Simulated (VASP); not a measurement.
Wanted: the native input for a VASP 6.6.1 run.

* Task: single point
* Functional: PBE
* Potentials or basis: VASP PAW PBE potentials, release 64 (Ca_sv, Se)
* Cutoff: 520 eV
* k mesh: 8 × 8 × 8
* Occupations: gaussian, width 0.02 eV
* Spin: no spin polarisation
* Dipole correction: no
* Further INCAR settings: ALGO = Normal; EDIFF = 1e-07; NBANDS = 15

The structure of CaSe lies in POSCAR:

```
CaSe
1.0
    0.0000000000      3.0088664545      3.0088664545
    3.0088664545      0.0000000000      3.0088664545
    3.0088664545      3.0088664545      0.0000000000
Ca Se
1 1
Direct
    0.0000000000      0.0000000000      0.0000000000
    0.5000000000      0.5000000000      0.5000000000
```

This cell differs from its parent crystal: volume scaled by 1.03.

The input as run:

INCAR

```
ALGO = Normal
EDIFF = 1E-7
ENCUT = 520
GGA = PE
ISIF = 2
ISMEAR = 0
LASPH = T
LCHARG = T
LELF = T
LREAL = F
LVHAR = T
LWAVE = F
NBANDS = 15
NELM = 100
PREC = Accurate
SIGMA = 0.02
```

KPOINTS

```
k-points
0
Gamma
  8 8 8
```

Potentials or basis: VASP PAW PBE potentials, release 64 (Ca_sv, Se).

Run with:

```sh
$ cat potpaw_PBE.64/Ca_sv/POTCAR potpaw_PBE.64/Se/POTCAR > POTCAR
$ mpirun -np 1 vasp_std > vasp.out
```

It gave:

| Property | Result |
| --- | --- |
| Pressure | -1.2 GPa |
| Band gap on the k mesh | 2.14 eV, indirect (least direct gap 3.02 eV) |

It took 10 s on 1 thread of Intel(R) Xeon(R) 6975P-C (Granite Rapids), on a shared host, peak memory 0.18 GiB.
